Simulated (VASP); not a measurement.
CdF2:

```
Cd F
1.0
     0.00000    2.69400    2.69400
     2.69400    0.00000    2.69400
     2.69400    2.69400    0.00000
Cd F
1 2
Direct
  0.00000 0.00000 0.00000
  0.75000 0.75000 0.75000
  0.25000 0.25000 0.25000
```

```yaml
Program: VASP 6.6.1
Task: relaxation of cell and atoms
Functional: revPBE
Potentials_or_basis: VASP PAW PBE potentials, release 64 (Cd_sv_GW, F)
Cutoff: 600 eV
k_mesh: 9 × 9 × 9
Occupations: fermi-dirac, width 0.05 eV
Spin: no spin polarisation
```

At the start: pressure 8.2 GPa; volume 13.03 Å³/atom.

Question: How do energy, volume and symmetry change on relaxing?

Answer: Over 3 steps the energy falls by 24.5 meV/atom and the volume is 14.06 Å³/atom (+7.9 %); space group Fm-3m (No. 225, to 0.1 Å) before and after.

The path:
```csv
step,energy change (eV),largest force (eV/Å),pressure (GPa),volume (Å³)
1,0.0000,0.0000,8.18,39.10
2,-0.0695,0.0000,-1.62,42.99
3,-0.0736,0.0000,0.02,42.19
```

Final structure:
```
Cd F
1.0
     0.00000    2.76301    2.76301
     2.76301    0.00000    2.76301
     2.76301    2.76301    0.00000
Cd F
1 2
Cartesian
  0.0000 0.0000 0.0000
  4.1445 4.1445 4.1445
  1.3815 1.3815 1.3815
```

Caveat: the PAW data sets were made with another functional, which shifts forces and pressure a little.
